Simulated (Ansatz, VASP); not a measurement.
## One calculation of Tl, two programs

```
Tl
1.0
     0.00000    2.42509    2.42509
     2.42509    0.00000    2.42509
     2.42509    2.42509    0.00000
Tl
1
Direct
  0.00000 0.00000 0.00000
```

Alike in both runs: functional PBEsol; k mesh 8 × 8 × 8; occupations gaussian, width 0.1 eV; no spin polarisation.

Ansatz relaxed the structure, and its values are those at the end. VASP's run is a single point on that final structure, the one shown.

|  | VASP | Ansatz |
| --- | --- | --- |
| version | VASP 6.6.1 | Ansatz 0.2.0 |
| potentials or method | VASP PAW PBE potentials, release 64 (Tl_d), cutoff 520 eV | scalar-relativistic, plane waves, PAW |
| valence electrons in the cell | 13 | 13 |

|  | VASP | Ansatz | Ansatz less VASP |
| --- | --- | --- | --- |
| gap on the k mesh at the Fermi level (eV) | none | none | - |
| pressure (GPa) | -0.1 | -0.1 | +0.07 |

VASP's potentials were made for PBE, not for PBEsol. A gap of «none» marks a metal or a gap that the smearing closes. With one functional, cell and mesh, what is left measures potentials, basis and numerics.

Spin-orbit coupling is off throughout.
